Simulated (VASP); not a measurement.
# PbSe in VASP: a series of runs

Aim: see how the results for PbSe move with the level of theory and the settings. Levels: LDA, r2SCAN, PBE. Tasks: single point.

Everything below comes from runs of VASP 6.6.1. Logs are shortened: lines on timing, memory, paths and dates and some standing lists are left out, and cuts for length are marked.

**1. The cell of the first run**

The cell holds a slab with vacuum, 4 atoms: a = 4.415 Å, b = 4.415 Å, c = 12.399 Å, α = 100.23°, β = 100.23°, γ = 90.13°.

**2. Single point, LDA**

File INCAR:

```
ALGO = Normal ; EDIFF = 1E-6
ENCUT = 520 ; GGA = CA
ISIF = 2 ; ISMEAR = -1
LASPH = T ; LCHARG = T
LELF = T ; LREAL = F
LVHAR = T ; LWAVE = F
NBANDS = 28 ; NELM = 60
PREC = Accurate ; SIGMA = 0.05
```

File KPOINTS:

```
k-points
0
Gamma
  6 6 3
```

File POSCAR:

```
PbSe
1.0
    4.4148899595      0.0000000000      0.0000000000
   -0.0103110241      4.4148779187      0.0000000000
   -2.2022894676     -2.2074389594     12.0007990000
Pb Se
2 2
Direct
    0.8068400000      0.8073040000      0.6184430000
    0.1854540000      0.1998100000      0.3823760000
    0.2873320000      0.3231460000      0.6231940000
    0.6842660000      0.6998950000      0.3779650000
```

Potentials or basis: VASP PAW LDA potentials, release 64 (Pb_d, Se).

Launch:

```console
> cat potpaw_LDA.64/Pb_d/POTCAR potpaw_LDA.64/Se/POTCAR > POTCAR
> mpirun -np 1 vasp_std > vasp.out
```

OUTCAR:

```text
EDIFF = 1E-6
   ENCUT = 520
   GGA = CA
   ISIF = 2
   ISMEAR = -1
   LASPH = T
   LREAL = F
   NELM = 60
   PREC = Accurate

 ion  position               nearest neighbor table
   1  0.807  0.807  0.618-   4 2.89   3 3.02   3 3.09   3 3.15   3 3.24
   2  0.185  0.200  0.382-   3 2.89   4 3.11   4 3.12   4 3.13   4 3.13
   3  0.287  0.323  0.623-   2 2.89   1 3.02   1 3.09   1 3.15   1 3.24
   4  0.684  0.700  0.378-   1 2.89   2 3.11   2 3.12   2 3.13   2 3.13

  LATTYP: Found a face centered orthorhombic cell.
 ALAT       =     6.2363020000
 B/A-ratio  =     1.0023382447
 C/A-ratio  =     3.8486907786

  Lattice vectors:

 A1 = (  -2.2126004917,   2.2074389593,  12.0007990000)
 A2 = (   2.2022894678,   2.2074389593,  12.0007990000)
 A3 = (  -0.0103110241,   4.4148779187,   0.0000000000)

Analysis of symmetry for initial positions (statically):
=====================================================================
 Subroutine PRICEL returns:
 Original cell was already a primitive cell.

 Routine SETGRP: Setting up the symmetry group for a
 face centered orthorhombic supercell.

 Subroutine GETGRP returns: Found  1 space group operations
 (whereof  1 operations were pure point group operations)
 out of a pool of  8 trial point group operations.

The static configuration has the point symmetry C_1 .

Analysis of symmetry for dynamics (positions and initial velocities):
=====================================================================
 Subroutine PRICEL returns:
 Original cell was already a primitive cell.

 Routine SETGRP: Setting up the symmetry group for a
 face centered orthorhombic supercell.

 Subroutine GETGRP returns: Found  1 space group operations
 (whereof  1 operations were pure point group operations)
 out of a pool of  8 trial point group operations.

The dynamic configuration has the point symmetry C_1 .

 Subroutine INISYM returns: Found  1 space group operations
 (whereof  1 operations are pure point group operations),
 and found     1 'primitive' translations

----------------------------------------------------------------------------------------

                                     Primitive cell

  volume of cell :     233.9100

  direct lattice vectors                    reciprocal lattice vectors
     4.414889959  0.000000000  0.000000000     0.226506212  0.000529009  0.041663893
    -0.010311024  4.414877919  0.000000000     0.000000000  0.226506830  0.041663893
    -2.202289468 -2.207438959 12.000799000     0.000000000  0.000000000  0.083327785

  length of vectors
     4.414889959  4.414889959 12.399275878     0.230306804  0.230306804  0.083327785

  position of ions in fractional coordinates (direct lattice)
     0.806840000  0.807304000  0.618443000
     0.185454000  0.199810000  0.382376000
     0.287332000  0.323146000  0.623194000
     0.684266000  0.699895000  0.377965000

  ion indices of the primitive-cell ions
   primitive index   ion index
                 1           1
                 2           2
                 3           3
                 4           4

----------------------------------------------------------------------------------------

 KPOINTS: k-points

Automatic generation of k-mesh.
 Grid dimensions read from file:
 generate k-points for:    6    6    3

 Generating k-lattice:

  Cartesian coordinates                     Fractional coordinates (reciprocal lattice)
     0.037751035  0.000088168  0.006943982     0.166666667  0.000000000  0.000000000
     0.000000000  0.037751138  0.006943982     0.000000000  0.166666667  0.000000000
     0.000000000  0.000000000  0.027775928     0.000000000  0.000000000  0.333333333

  Length of vectors
     0.038384467  0.038384467  0.027775928

  Shift w.r.t. Gamma in fractional coordinates (k-lattice)
     0.000000000  0.000000000  0.000000000

 -----------------------------------------------------------------------------
|                                                                             |
|           W    W    AA    RRRRR   N    N  II  N    N   GGGG   !!!           |
|           W    W   A  A   R    R  NN   N  II  NN   N  G    G  !!!           |
|           W    W  A    A  R    R  N N  N  II  N N  N  G       !!!           |
|           W WW W  AAAAAA  RRRRR   N  N N  II  N  N N  G  GGG   !            |
|           WW  WW  A    A  R   R   N   NN  II  N   NN  G    G                |
|           W    W  A    A  R    R  N    N  II  N    N   GGGG   !!!           |
|                                                                             |
|     Your reciprocal lattice and k-lattice belong to different lattice       |
|     classes:                                                                |
|                                                                             |
|        The reciprocal lattice is body-centered orthorhombic,                |
|        whereas your k-lattice is base-centered monoclinic.                  |
|                                                                             |
|     Results are often still useful ...                                      |
|                                                                             |
 -----------------------------------------------------------------------------

 WARNING: IBZKPT: internal override: KBLOWUP is changed to .FALSE.
      ... skipping the blow-up phase ...

 Subroutine IBZKPT returns following result:
 ===========================================

 Found     56 irreducible k-points:

 Following reciprocal coordinates:
            Coordinates               Weight
  0.000000  0.000000  0.000000      1.000000
  0.166667 -0.000000 -0.000000      2.000000
  0.333333 -0.000000  0.000000      2.000000
  0.500000 -0.000000  0.000000      1.000000
  0.000000  0.166667  0.000000      2.000000
  0.166667  0.166667  0.000000      2.000000
[... 16 lines left out ...]
  0.333333 -0.000000  0.333333      2.000000
  0.500000 -0.000000  0.333333      2.000000
 [... further k-points ...]
   k-points           NKPTS =     56   k-points in BZ     NKDIM =     56   number of bands    NBANDS=     28
   number of dos      NEDOS =    301   number of ions     NIONS =      4
   total plane-waves  NPLWV = 124416
   dimension x,y,z NGX =    36 NGY =   36 NGZ =   96
   dimension x,y,z NGXF=    72 NGYF=   72 NGZF=  192
   ions per type =               2   2
   NGX,Y,Z   is equivalent  to a cutoff of  13.56, 13.56, 12.87 a.u.
   NGXF,Y,Z  is equivalent  to a cutoff of  27.11, 27.11, 25.74 a.u.
 SYSTEM =  unknown system
   PREC   = accura    normal or accurate (medium, high low for compatibility)
   ISTART =      0    job   : 0-new  1-cont  2-samecut
   ICHARG =      2    charge: 1-file 2-atom 10-const
   ISPIN  =      1    spin polarized calculation?
   LNONCOLLINEAR =      F non collinear calculations
   LSORBIT =      F    spin-orbit coupling
   LASPH  =      T    aspherical Exc in radial PAW
   ENCUT  =  520.0 eV  38.22 Ry    6.18 a.u.   8.21  8.21 23.05*2*pi/ulx,y,z
   NELM   =     60;   NELMIN=  2; NELMDL= -5     # of ELM steps
   EDIFF  = 0.1E-05   stopping-criterion for ELM
   LREAL  =      F    real-space projection
   EDIFFG = 0.1E-04   stopping-criterion for IOM
   NSW    =      0    number of steps for IOM
   IBRION =     -1    ionic relax: 0-MD 1-quasi-New 2-CG
   NFREE  =      0    steps in history (QN), initial steepest desc. (CG)
   ISIF   =      2    stress and relaxation
   ISYM   =      2    0-nonsym 1-usesym 2-fastsym
   POTIM  = 0.5000    time-step for ionic-motion
   TEBEG  =    0.0;   TEEND  =   0.0 temperature during run
   PSTRESS=    0.0 pullay stress
   NELECT =      40.0000    total number of electrons
   NUPDOWN=      -1.0000    fix difference up-down
   EMIN   =  10.00;   EMAX   =-10.00  energy-range for DOS
   EFERMI =   0.00;   METHOD = LEGACY
   ISMEAR =    -1;   SIGMA  =   0.05  broadening in eV -4-tet -1-fermi 0-gaus
   EFERMI_NEDOS =   21; number of points for ismear=-14 and -15
   IALGO  =     38    algorithm
   IMIX   =      4    mixing-type and parameters
     AMIX     =   0.40;   BMIX     =  1.00
     AMIX_MAG =   1.60;   BMIX_MAG =  1.00
  volume/ion in A,a.u.               =      58.48       394.63
  Fermi-wavevector in a.u.,A,eV,Ry     =   0.908682  1.717160 11.234370  0.825703
  Thomas-Fermi vector in A             =   2.032637
   LORBIT       =      0    0 simple, 1 ext, 2 COOP (PROOUT), +10 PAW based schemes
   GGA     = CA    functional components
   LHFCALC =     F    Hartree Fock is set to
   AEXX    =    0.0000 exact exchange contribution
   IVDW    =     0    specifies the selected vdW correction
   LEPSILON=     F    determine dielectric tensor
   LRPA    =     F    only Hartree local field effects (RPA)
 non-spin polarized calculation
  energy-cutoff  :      520.00
  volume of cell :      233.91
 maximum number of plane-waves:      6320
 NGX is ok and might be reduce to    36
   NGX = 17   NGY = 17   NGZ = 45

 number of electron      40.0000000 magnetization

 Free energy of the ion-electron system (eV)
  ---------------------------------------------------
  ext. energy  EPLUGINS =         0.00000000
  ---------------------------------------------------
  free energy    TOTEN  =       -18.14056425 eV

  energy without entropy =      -18.14056412  energy(sigma->0) =      -18.14056419

 E-fermi :   0.3058     XC(G=0):  -5.7804

 val. band max:       -0.4378351660   @ k =   0.0000   0.5000   0.0000
 cond. band min:       1.0210323468   @ k =   0.0000   0.5000   0.0000
 fundamental gap:      1.4588675128
 Fermi energy:         0.3057911519

 k-point     1 :       0.0000    0.0000    0.0000
  band No.  band energies     occupation
      1     -16.7857      2.00000
      2     -16.6995      2.00000
      3     -16.6987      2.00000
      4     -16.6886      2.00000
      5     -16.6879      2.00000
      6     -16.6829      2.00000
[... 20 lines left out ...]
     27       5.0500      0.00000
     28       5.0973      0.00000

 k-point     2 :       0.1667   -0.0000   -0.0000
  band No.  band energies     occupation
      1     -16.7747      2.00000
      2     -16.6995      2.00000
      3     -16.6944      2.00000
      4     -16.6911      2.00000
      5     -16.6880      2.00000
      6     -16.6864      2.00000
[... 674 lines left out ...]
 k-point    24 :       0.5000   -0.0000    0.3333
  band No.  band energies     occupation
      1     -16.7326      2.00000
      2     -16.7140      2.00000
      3     -16.7048      2.00000
      4     -16.6959      2.00000
      5     -16.6900      2.00000
      6     -16.6782      2.00000
[... 20 lines left out ...]
     27       5.5422      0.00000
     28       6.1243      0.00000

 [... further k-points ...]

------------------------ aborting loop because EDIFF is reached ----------------------------------------

  FORCE on cell =-STRESS in cart. coord.  units (eV):
  Direction    XX          YY          ZZ          XY          YZ          ZX
  --------------------------------------------------------------------------------------
  -------------------------------------------------------------------------------------
  Total       -3.3661458     -3.3783095     -2.9886333      0.0130412      0.0410668      0.2062366
  in kB      -23.0565732    -23.1398891    -20.4707837      0.0893261      0.2812889      1.4126274
  external PRESSURE =     -22.2224153 kB  Pullay stress =       0.0000000 kB

 VOLUME and BASIS-vectors are now :
 -----------------------------------------------------------------------------
  energy-cutoff  :      520.00
  volume of cell :      233.91
      direct lattice vectors                 reciprocal lattice vectors
     4.414889959  0.000000000  0.000000000     0.226506212  0.000529009  0.041663893
    -0.010311024  4.414877919  0.000000000     0.000000000  0.226506830  0.041663893
    -2.202289468 -2.207438959 12.000799000     0.000000000  0.000000000  0.083327785

 POSITION                                       TOTAL-FORCE (eV/Angst)
 -----------------------------------------------------------------------------------
      2.19180      2.19897      7.42181         0.015045      0.004551     -0.533612
     -0.02540      0.03807      4.58882        -0.000484     -0.016598      0.555342
     -0.10725      0.05099      7.47883         0.055454      0.009748     -0.492089
      2.18135      2.25562      4.53588        -0.070015      0.002300      0.470359
 -----------------------------------------------------------------------------------
    total drift:                               -0.000471     -0.000563     -0.000362

  FREE ENERGIE OF THE ION-ELECTRON SYSTEM (eV)
  ---------------------------------------------------
  free  energy   TOTEN  =       -18.1405642541 eV

  energy  without entropy=      -18.1405641175  energy(sigma->0) =      -18.14056419
```

Wall time 4.8 min (1 thread of AMD EPYC 7R13 (Zen 3), shared host); peak memory 0.45 GiB.

What came out:

* Free energy: -18.1406 eV
* Largest force: 0.556 eV/Å
* Band gap on the k mesh: 1.46 eV

Forces on the atoms (eV/Å):
```
Pb   0.015  0.005 -0.534
Pb   0.000 -0.017  0.555
Se   0.055  0.010 -0.492
Se  -0.070  0.002  0.470
```

Caveat: spin-orbit coupling is left out, which moves the levels of the heavy elements.

(Continued in part 2 of 2.)
